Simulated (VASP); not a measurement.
Set up this calculation in VASP 6.6.1, as the native input.

```yaml
Task: single point
Functional: PBE
Potentials_or_basis: VASP PAW PBE potentials, release 64 (Al, P)
Cutoff: 500 eV
k_mesh: 6 × 6 × 6
Occupations: gaussian, width 0.1 eV
Spin: no spin polarisation
Dipole_correction: no
Further_INCAR_settings: ALGO = Normal; EDIFF = 1e-06; NBANDS = 11
```

The structure of AlP lies in POSCAR:

```
AlP
1.0
    0.0000000000      2.7255001100      2.7255001100
    2.7255001100      0.0000000000      2.7255001100
    2.7255001100      2.7255001100      0.0000000000
Al P
1 1
Direct
    0.0000000000      0.0000000000      0.0000000000
    0.2500000000      0.2500000000      0.2500000000
```

One way to write it, as run:

INCAR

```
SYSTEM = AlP
PREC     = Accurate       ! precision mode
ENCUT    = 500            ! plane-wave cutoff, eV
EDIFF    = 1E-6           ! SCF threshold, eV
ISMEAR   = 0              ! smearing method
SIGMA    = 0.1            ! smearing width, eV
LREAL    = .FALSE.        ! projectors in reciprocal space
LASPH    = .TRUE.         ! aspherical terms in the spheres
NELM     = 120            ! most SCF steps
ALGO     = Normal         ! electronic algorithm
ISIF     = 2              ! what is computed and relaxed
LWAVE    = .FALSE.        ! write WAVECAR
LCHARG   = .TRUE.         ! write CHGCAR
GGA      = PE             ! functional
LELF     = .TRUE.         ! ELF
LVHAR    = .TRUE.       
NBANDS   = 11             ! bands
GGA_COMPAT= .FALSE.
```

KPOINTS

```
regular mesh
0
G
  6 6 6
  0 0 0
```

Potentials or basis: VASP PAW PBE potentials, release 64 (Al, P).

Launch:

```sh
$ cat potpaw_PBE.64/Al/POTCAR potpaw_PBE.64/P/POTCAR > POTCAR
$ mpirun -np 1 vasp_std > vasp.out
```

Results of the run:

```yaml
Pressure: 2.7 GPa
Band_gap_on_the_k_mesh: 1.57 eV, indirect (least direct gap 3.35 eV)
```

It took 11 s on 1 thread of Intel Xeon 8259CL (shared host), peak memory 0.15 GiB.
